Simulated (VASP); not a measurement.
Write the native input for VASP 6.6.1 that does the following.

- Task: single point
- Functional: PBE
- Dispersion: D3(BJ)
- Potentials or basis: VASP PAW PBE potentials, release 64 (Hg, Te)
- Cutoff: 520 eV
- k mesh: 7 × 7 × 7
- Occupations: fermi-dirac, width 0.05 eV
- Spin: no spin polarisation
- Dipole correction: no
- Further INCAR settings: ALGO = Normal; EDIFF = 1e-07; NBANDS = 16

The structure of HgTe lies in POSCAR:

```
HgTe
1.0
    0.0000000000      3.0173805242      3.0173805242
    3.0173805242      0.0000000000      3.0173805242
    3.0173805242      3.0173805242      0.0000000000
Hg Te
1 1
Direct
    0.0000000000      0.0000000000      0.0000000000
    0.5000000000      0.5000000000      0.5000000000
```

One way to write it, as run:

INCAR

```
PREC = Accurate
ENCUT = 520
EDIFF = 1E-7
ISMEAR = -1
SIGMA = 0.05
LREAL = F
LASPH = T
NELM = 80
ALGO = Normal
ISIF = 2
LWAVE = F
LCHARG = F
GGA = PE
IVDW = 12
NBANDS = 16
```

KPOINTS

```
Automatic mesh
0
Gamma
  7 7 7
```

Potentials or basis: VASP PAW PBE potentials, release 64 (Hg, Te).

Run with:

```bash
$ cat potpaw_PBE.64/Hg/POTCAR potpaw_PBE.64/Te/POTCAR > POTCAR
$ mpirun -np 1 vasp_std > vasp.out
```

Results of the run:

```yaml
Pressure: 0.1 GPa
Band_gap_on_the_k_mesh: zero (band 9 reaches 5.05 eV, above the bottom of band 10 at 2.45 eV)
Dispersion_energy_per_atom: -0.457 eV
```

Caveat: spin-orbit coupling is left out, which moves the levels of the heavy elements; pairwise dispersion overbinds metals, which lowers pressure and volume.

Run time: 7.6 s on 1 thread of Intel(R) Xeon(R) 6975P-C (Granite Rapids), with other jobs on the host, peak memory 0.19 GiB.
